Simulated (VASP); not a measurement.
# BiTe (Fm-3m) in VASP: further runs

The runs below take BiTe through single point, with revPBE+D3(BJ), PBE+D3(BJ), PBE+D4.

Program: VASP 6.6.1. These are calculated values, not measurements. Logs are shortened: lines on timing, memory, paths and dates and some standing lists are left out, and cuts for length are marked.

## Step 1: The cell of the first run

Symmetry: Fm-3m, No. 225, cubic system. Conventional cell: a = 6.371 Å, b = 6.371 Å, c = 6.371 Å, α = 90.00°, β = 90.00°, γ = 90.00°. Within 4.2 Å of Bi (site symmetry m-3m) lie 6 Te at 3.19 Å. Te (site symmetry m-3m) has 6 Bi at 3.19 Å within 4.2 Å.

## Step 2: Single point, revPBE+D3(BJ)

INCAR reads:

```
PREC = Accurate
ENCUT = 520
EDIFF = 1E-6
ISMEAR = -1
SIGMA = 0.05
LREAL = F
LASPH = T
NELM = 100
ALGO = Normal
ISIF = 2
LWAVE = F
LCHARG = T
GGA = RE
IVDW = 12
LELF = T
LVHAR = T
NBANDS = 18
```

KPOINTS reads:

```
Automatic mesh
0
Gamma
  7 7 7
```

POSCAR reads:

```
BiTe
1.0
    0.0000000000      3.1854678587      3.1854678587
    3.1854678587      0.0000000000      3.1854678587
    3.1854678587      3.1854678587      0.0000000000
Bi Te
1 1
Direct
    0.0000000000      0.0000000000      0.0000000000
    0.5000000000      0.5000000000      0.5000000000
```

Potentials or basis: VASP PAW PBE potentials, release 64 (Bi_d, Te).

On the command line:

```
cat potpaw_PBE.64/Bi_d/POTCAR potpaw_PBE.64/Te/POTCAR > POTCAR
mpirun -np 1 vasp_std > vasp.out
```

OUTCAR:

```text
PREC = Accurate
   ENCUT = 520
   EDIFF = 1E-6
   ISMEAR = -1
   LREAL = F
   LASPH = T
   NELM = 100
   ISIF = 2
   GGA = RE
   IVDW = 12
 IVDW          = 12

 ion  position               nearest neighbor table
   1  0.000  0.000  0.000-   2 3.19   2 3.19   2 3.19   2 3.19   2 3.19   2 3.19
   2  0.500  0.500  0.500-   1 3.19   1 3.19   1 3.19   1 3.19   1 3.19   1 3.19

  LATTYP: Found a face centered cubic cell.
 ALAT       =     6.3709357174

  Lattice vectors:

 A1 = (   0.0000000000,   3.1854678587,   3.1854678587)
 A2 = (   3.1854678587,   0.0000000000,   3.1854678587)
 A3 = (   3.1854678587,   3.1854678587,   0.0000000000)

Analysis of symmetry for initial positions (statically):
=====================================================================
 Subroutine PRICEL returns:
 Original cell was already a primitive cell.

 Routine SETGRP: Setting up the symmetry group for a
 face centered cubic supercell.

 Subroutine GETGRP returns: Found 48 space group operations
 (whereof 48 operations were pure point group operations)
 out of a pool of 48 trial point group operations.

The static configuration has the point symmetry O_h .

Analysis of symmetry for dynamics (positions and initial velocities):
=====================================================================
 Subroutine PRICEL returns:
 Original cell was already a primitive cell.

 Routine SETGRP: Setting up the symmetry group for a
 face centered cubic supercell.

 Subroutine GETGRP returns: Found 48 space group operations
 (whereof 48 operations were pure point group operations)
 out of a pool of 48 trial point group operations.

The dynamic configuration has the point symmetry O_h .

 Subroutine INISYM returns: Found 48 space group operations
 (whereof 48 operations are pure point group operations),
 and found     1 'primitive' translations

----------------------------------------------------------------------------------------

                                     Primitive cell

  volume of cell :      64.6472

  direct lattice vectors                    reciprocal lattice vectors
     0.000000000  3.185467859  3.185467859    -0.156962814  0.156962814  0.156962814
     3.185467859  0.000000000  3.185467859     0.156962814 -0.156962814  0.156962814
     3.185467859  3.185467859  0.000000000     0.156962814  0.156962814 -0.156962814

  length of vectors
     4.504931848  4.504931848  4.504931848     0.271867569  0.271867569  0.271867569

[... 72 lines left out ...]
   LASPH  =      T    aspherical Exc in radial PAW
   ENCUT  =  520.0 eV  38.22 Ry    6.18 a.u.   8.38  8.38  8.38*2*pi/ulx,y,z
   NELM   =    100;   NELMIN=  2; NELMDL= -5     # of ELM steps
   EDIFF  = 0.1E-05   stopping-criterion for ELM
   LREAL  =      F    real-space projection
   EDIFFG = 0.1E-04   stopping-criterion for IOM
   NSW    =      0    number of steps for IOM
   IBRION =     -1    ionic relax: 0-MD 1-quasi-New 2-CG
   NFREE  =      0    steps in history (QN), initial steepest desc. (CG)
   ISIF   =      2    stress and relaxation
   ISYM   =      2    0-nonsym 1-usesym 2-fastsym
   POTIM  = 0.5000    time-step for ionic-motion
   TEBEG  =    0.0;   TEEND  =   0.0 temperature during run
   PSTRESS=    0.0 pullay stress
   NELECT =      21.0000    total number of electrons
   NUPDOWN=      -1.0000    fix difference up-down
   EMIN   =  10.00;   EMAX   =-10.00  energy-range for DOS
   EFERMI =   0.00;   METHOD = LEGACY
   ISMEAR =    -1;   SIGMA  =   0.05  broadening in eV -4-tet -1-fermi 0-gaus
   EFERMI_NEDOS =   21; number of points for ismear=-14 and -15
   IALGO  =     38    algorithm
   IMIX   =      4    mixing-type and parameters
     AMIX     =   0.40;   BMIX     =  1.00
     AMIX_MAG =   1.60;   BMIX_MAG =  1.00
  volume/ion in A,a.u.               =      32.32       218.13
  Fermi-wavevector in a.u.,A,eV,Ry     =   1.125377  2.126654 17.231417  1.266473
  Thomas-Fermi vector in A             =   2.262054
   LORBIT       =      0    0 simple, 1 ext, 2 COOP (PROOUT), +10 PAW based schemes
   GGA     = RE    functional components
   LHFCALC =     F    Hartree Fock is set to
   AEXX    =    0.0000 exact exchange contribution
   IVDW    =    12    specifies the selected vdW correction
   LEPSILON=     F    determine dielectric tensor
   LRPA    =     F    only Hartree local field effects (RPA)
 non-spin polarized calculation
  energy-cutoff  :      520.00
  volume of cell :       64.65
 maximum number of plane-waves:      1807
 NGX is ok and might be reduce to    36
   NGX = 17   NGY = 17   NGZ = 17

 number of electron      21.0000003 magnetization

 Free energy of the ion-electron system (eV)
  ---------------------------------------------------
  ext. energy  EPLUGINS =         0.00000000
  ---------------------------------------------------
  free energy    TOTEN  =        -6.44904666 eV

  energy without entropy =       -6.42790370  energy(sigma->0) =       -6.43847518

 E-fermi :   7.3677     XC(G=0):  -9.5683

 val. band max:        7.3472922642   @ k =   0.2857   0.1429   0.0000
 cond. band min:       7.3737772624   @ k =   0.1429   0.1429   0.0000
 fundamental gap:      0.0264849981
 Fermi energy:         7.3677102415

 k-point     1 :       0.0000    0.0000    0.0000
  band No.  band energies     occupation
      1     -15.9153      2.00000
      2     -15.9153      2.00000
      3     -15.9124      2.00000
      4     -15.9124      2.00000
      5     -15.9124      2.00000
      6      -6.5379      2.00000
[... 397 lines left out ...]
      5     -15.9003      2.00000
      6      -4.0966      2.00000
[... 10 lines left out ...]
     17      16.8649      0.00000
     18      17.7760      0.00000

------------------------ aborting loop because EDIFF is reached ----------------------------------------

 Edisp (eV)   -1.76483

 E8    (eV) :    -1.2853

  FORCE on cell =-STRESS in cart. coord.  units (eV):
  Direction    XX          YY          ZZ          XY          YZ          ZX
  --------------------------------------------------------------------------------------
  -------------------------------------------------------------------------------------
  Total      -0.02465    -0.02465    -0.02465    -0.00000    -0.00000     0.00000
  in kB      -0.61100    -0.61100    -0.61100    -0.00000    -0.00000     0.00000
  external pressure =       -0.61 kB  Pullay stress =        0.00 kB

 VOLUME and BASIS-vectors are now :
 -----------------------------------------------------------------------------
  energy-cutoff  :      520.00
  volume of cell :       64.65
      direct lattice vectors                 reciprocal lattice vectors
     0.000000000  3.185467859  3.185467859    -0.156962814  0.156962814  0.156962814
     3.185467859  0.000000000  3.185467859     0.156962814 -0.156962814  0.156962814
     3.185467859  3.185467859  0.000000000     0.156962814  0.156962814 -0.156962814

 POSITION                                       TOTAL-FORCE (eV/Angst)
 -----------------------------------------------------------------------------------
      0.00000      0.00000      0.00000         0.000000      0.000000     -0.000000
      3.18547      3.18547      3.18547         0.000000      0.000000      0.000000
 -----------------------------------------------------------------------------------
    total drift:                               -0.000000      0.000000      0.000000

  FREE ENERGIE OF THE ION-ELECTRON SYSTEM (eV)
  ---------------------------------------------------
  free  energy   TOTEN  =        -8.2138814680 eV

  energy  without entropy=       -8.1927385097  energy(sigma->0) =       -8.20330999
```

Run time: 28 s. Hardware: 1 thread of Intel Xeon Platinum 8175M at 2.50GHz (Skylake/Cascade Lake), shared host; peak memory 0.21 GiB.

What came out:

```yaml
Free_energy: -8.2139 eV
Pressure: -0.1 GPa
Dispersion_energy_per_atom: -0.882 eV
```

Levels at points of the mesh, in eV from the Fermi level:
```
           k point  band 6  band 7  band 8  band 9  band 10  band 11  band 12  band 13  band 14  band 15
(0.00, 0.00, 0.00)  -13.91   -7.99   -2.74   -2.74    -2.74     2.20     2.20     2.20     4.53     4.53
```

Caveat: the PAW data sets were made with another functional, which shifts forces and pressure a little; spin-orbit coupling is left out, which moves the levels of the heavy elements; pairwise dispersion overbinds metals, which lowers pressure and volume.

## Step 3: Single point, PBE+D3(BJ)

This run uses another cell than the first one, of 32.99 Å³/atom, 1.021 times its volume.

INCAR reads:

```
SYSTEM = BiTe
PREC = Accurate
ENCUT = 520
EDIFF = 1E-6
ISMEAR = -1
SIGMA = 0.05
LREAL = .FALSE.
LASPH = .TRUE.
NELM = 80
ALGO = Normal
ISIF = 2
LWAVE = .FALSE.
LCHARG = .TRUE.
GGA = PE
IVDW = 12
LELF = .TRUE.
LVHAR = .TRUE.
NBANDS = 18
```

KPOINTS reads:

```
regular mesh
0
G
  7 7 7
  0 0 0
```

POSCAR reads:

```
BiTe
1.0
    0.0000000000      3.2071331008      3.2071331008
    3.2071331008      0.0000000000      3.2071331008
    3.2071331008      3.2071331008      0.0000000000
Bi Te
1 1
Direct
    0.0000000000      0.0000000000      0.0000000000
    0.5000000000      0.5000000000      0.5000000000
```

Potentials or basis: VASP PAW PBE potentials, release 64 (Bi_d, Te).

On the command line:

```
cat potpaw_PBE.64/Bi_d/POTCAR potpaw_PBE.64/Te/POTCAR > POTCAR
mpirun -np 1 vasp_std > vasp.out
```

Wall time 25 s (1 thread of Intel Xeon Platinum 8175M at 2.50GHz (Skylake/Cascade Lake), shared host); peak memory 0.21 GiB.

It converged, with:

| Property | Result |
| --- | --- |
| Free energy | -8.0683 eV |
| Pressure | -0.1 GPa |
| Dispersion energy per atom | -0.464 eV |

Levels at points of the mesh, in eV from the Fermi level:
| k point | band 6 | band 7 | band 8 | band 9 | band 10 | band 11 | band 12 | band 13 | band 14 | band 15 |
| --- | --- | --- | --- | --- | --- | --- | --- | --- | --- | --- |
| (0.00, 0.00, 0.00) | -13.75 | -8.07 | -2.66 | -2.66 | -2.66 | 2.17 | 2.17 | 2.17 | 4.58 | 4.58 |

Caveat: spin-orbit coupling is left out, which moves the levels of the heavy elements; pairwise dispersion overbinds metals, which lowers pressure and volume.

(Continued in part 2 of 2.)
